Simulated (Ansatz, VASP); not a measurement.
# Te: VASP beside Ansatz

```
Te
1.0
     3.85075    0.00000    0.00000
    -1.92538    3.33485    0.00000
     0.00000    0.00000    4.49508
Te
2
Cartesian
  1.9254 1.1116 1.1237
  0.0000 2.2232 3.3714
```

Alike in both runs: functional PBE; dispersion D3(BJ); k mesh 6 × 6 × 4; occupations gaussian, width 0.1 eV; no spin polarisation.

Ansatz relaxed the structure, and its values are those at the end. VASP's run is a single point on that final structure, the one shown.

```csv
,VASP,Ansatz
version,VASP 6.6.1,Ansatz 0.2.0
potentials or method,"VASP PAW PBE potentials, release 64 (Te), cutoff 520 eV","scalar-relativistic, plane waves, PAW"
valence electrons in the cell,12,32
```

VASP gave:

| Quantity | Value |
| --- | --- |
| gap on the k mesh at the Fermi level (eV) | none |
| pressure (GPa) | -0.1 |

Question: Estimate Ansatz's values.

Answer: gap on the k mesh at the Fermi level (eV): none; pressure (GPa): 0.0.

A gap of «none» marks a metal or a gap that the smearing closes. VASP's potentials hold 12 valence electrons a cell and Ansatz's 32, so a difference there can come from the potentials and not from the codes.

Neither program's run includes spin-orbit coupling.
